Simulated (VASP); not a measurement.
# MgO (I4mm) in VASP: a series of runs, part 2 of 2

VASP 6.6.1.

## Step 4: Single point, PBE

The input, INCAR:

```
PREC = Accurate
ENCUT = 520
EDIFF = 1E-7
ISMEAR = 0
SIGMA = 0.05
LREAL = F
LASPH = T
NELM = 60
ALGO = Normal
ISIF = 2
LWAVE = F
LCHARG = F
GGA = PE
NBANDS = 11
```

The input, KPOINTS:

```
regular mesh
0
Gamma
  10 10 10
```

The input, POSCAR:

```
MgO
1.0
    0.0000000000      2.1351500000      2.1351500000
    2.1351500000      0.0000000000      2.1351500000
    2.1351500000      2.1351500000      0.0000000000
Mg O
1 1
Direct
   -0.0087815844     -0.0087815844      0.0087815844
    0.5000000000      0.5000000000      0.5000000000
```

Potentials or basis: VASP PAW PBE potentials, release 64 (Mg, O).

Started as:

```sh
$ cat potpaw_PBE.64/Mg/POTCAR potpaw_PBE.64/O/POTCAR > POTCAR
$ mpirun -np 1 vasp_std > vasp.out
```

OUTCAR:

```text
PREC = Accurate
   ENCUT = 520
   EDIFF = 1E-7
   ISMEAR = 0
   LREAL = F
   LASPH = T
   NELM = 60
   ISIF = 2
   GGA = PE

 ion  position               nearest neighbor table
   1  0.991  0.991  0.009-   2 2.10   2 2.14   2 2.14   2 2.14   2 2.14   2 2.17
   2  0.500  0.500  0.500-   1 2.10   1 2.14   1 2.14   1 2.14   1 2.14   1 2.17

  LATTYP: Found a face centered cubic cell.
 ALAT       =     4.2703000000

  Lattice vectors:

 A1 = (   0.0000000000,   2.1351500000,   2.1351500000)
 A2 = (   2.1351500000,   0.0000000000,   2.1351500000)
 A3 = (   2.1351500000,   2.1351500000,   0.0000000000)

Analysis of symmetry for initial positions (statically):
=====================================================================
 Subroutine PRICEL returns:
 Original cell was already a primitive cell.

 Routine SETGRP: Setting up the symmetry group for a
 face centered cubic supercell.

 Subroutine GETGRP returns: Found  8 space group operations
 (whereof  8 operations were pure point group operations)
 out of a pool of 48 trial point group operations.

The static configuration has the point symmetry C_4v.

Analysis of symmetry for dynamics (positions and initial velocities):
[... 165 lines left out ...]

 k-point     1 :       0.0000    0.0000    0.0000
  band No.  band energies     occupation
      1     -14.1736      2.00000
      2       2.8814      2.00000
      3       2.8834      2.00000
      4       2.8834      2.00000
      5       7.2190      0.00000
      6      18.4526      0.00000
      7      18.4553      0.00000
      8      18.4553      0.00000
      9      22.2569      0.00000
     10      23.9879      0.00000
     11      23.9907      0.00000
[... 309 lines left out ...]
 k-point    24 :       0.0000   -0.1000    0.1000
  band No.  band energies     occupation
      1     -13.9208      2.00000
      2       1.5377      2.00000
      3       2.5674      2.00000
      4       2.7756      2.00000
      5       8.6493      0.00000
      6      16.1534      0.00000
      7      18.7694      0.00000
      8      19.1064      0.00000
      9      21.8341      0.00000
     10      23.2953      0.00000
     11      25.2203      0.00000

 [... further k-points ...]
[... 5 lines left out ...]
  --------------------------------------------------------------------------------------
  -------------------------------------------------------------------------------------
  Total       -0.2985342     -0.2985342     -0.2459410      0.0000000      0.0000000      0.0000000
  in kB      -24.5691126    -24.5691126    -20.2407400      0.0000000      0.0000000      0.0000000
  external PRESSURE =     -23.1263217 kB  Pullay stress =       0.0000000 kB

 VOLUME and BASIS-vectors are now :
 -----------------------------------------------------------------------------
  energy-cutoff  :      520.00
  volume of cell :       19.47
      direct lattice vectors                 reciprocal lattice vectors
     0.000000000  2.135150000  2.135150000    -0.234175585  0.234175585  0.234175585
     2.135150000  0.000000000  2.135150000     0.234175585 -0.234175585  0.234175585
     2.135150000  2.135150000  0.000000000     0.234175585  0.234175585 -0.234175585

 POSITION                                       TOTAL-FORCE (eV/Angst)
 -----------------------------------------------------------------------------------
      2.13515      2.13515      4.23280         0.000000      0.000000      0.171006
      2.13515      2.13515      2.13515         0.000000      0.000000     -0.171006
 -----------------------------------------------------------------------------------
    total drift:                               -0.000000     -0.000000     -0.000124

  FREE ENERGIE OF THE ION-ELECTRON SYSTEM (eV)
  ---------------------------------------------------
  free  energy   TOTEN  =       -11.9065715519 eV

  energy  without entropy=      -11.9065715519  energy(sigma->0) =      -11.90657155
```

OSZICAR:

```text
N       E                     dE             d eps       ncg     rms          rms(c)
DAV:   1     0.157611909673E+02    0.15761E+02   -0.45755E+03  2551   0.645E+02
DAV:   2    -0.127857830762E+02   -0.28547E+02   -0.27932E+02  2615   0.137E+02
DAV:   3    -0.134633475953E+02   -0.67756E+00   -0.67692E+00  2723   0.186E+01
DAV:   4    -0.134649004518E+02   -0.15529E-02   -0.15528E-02  2460   0.104E+00
DAV:   5    -0.134649055218E+02   -0.50700E-05   -0.50700E-05  2655   0.578E-02    0.719E+00
DAV:   6    -0.119266909647E+02    0.15382E+01   -0.91084E+00  2334   0.163E+01    0.229E+00
DAV:   7    -0.119128343912E+02    0.13857E-01   -0.67558E-02  2487   0.221E+00    0.135E+00
DAV:   8    -0.119070589007E+02    0.57755E-02   -0.31267E-02  2370   0.196E+00    0.260E-01
DAV:   9    -0.119065984374E+02    0.46046E-03   -0.70042E-04  2568   0.185E-01    0.143E-01
DAV:  10    -0.119065690959E+02    0.29341E-04   -0.56295E-04  2493   0.176E-01    0.818E-03
DAV:  11    -0.119065714549E+02   -0.23590E-05   -0.32466E-06  2625   0.151E-02    0.561E-03
DAV:  12    -0.119065715974E+02   -0.14247E-06   -0.38576E-07  2544   0.535E-03    0.191E-03
DAV:  13    -0.119065715519E+02    0.45539E-07   -0.12891E-07  1398   0.247E-03
   1 F= -.11906572E+02 E0= -.11906572E+02  d E =-.171948E-18
```

stdout:

```text
POSCAR found type information on POSCAR MgO
 POSCAR found :  2 types and       2 ions
 scaLAPACK will be used
 LDA part: xc-table for (Slater+PW92), standard interpolation
 POSCAR, INCAR and KPOINTS ok, starting setup
 FFT: planning ... GRIDC
 FFT: planning ... GRID_SOFT
 FFT: planning ... GRID
 WAVECAR not read
 entering main loop
```

Wall time 28 s (1 thread of Intel Xeon 8259CL, shared host); peak memory 0.15 GiB.

What came out:

```
Free energy            : -11.9066 eV
Pressure               : -2.3 GPa
Largest force          : 0.171 eV/Å
Band gap on the k mesh : 4.34 eV, direct
```

Forces in eV/Å, atoms in the order of the input:
```
Mg   0.000  0.000  0.171
O    0.000  0.000 -0.171
```

Levels at points of the mesh, in eV from the valence-band top:
```
           k point  band 1  band 2  band 3  band 4  band 5  band 6  band 7  band 8
(0.00, 0.00, 0.00)  -17.06    0.00    0.00    0.00    4.34   15.57   15.57   15.57
(0.50, 0.00, 0.00)  -15.87   -4.44   -0.61   -0.61    7.64   12.14   15.89   15.89
(0.50, 0.50, 0.00)  -15.63   -3.92   -1.29   -1.29    9.07    9.52   12.67   18.35
(0.00, 0.50, 0.50)  -15.63   -3.92   -1.29   -1.29    9.07    9.52   12.67   18.35
```

Caveat: the cell differs from its parent crystal (all Mg atoms moved +0.037 Å, as atom 1 towards its neighbour atom 2 (O) at 2.135 Å).
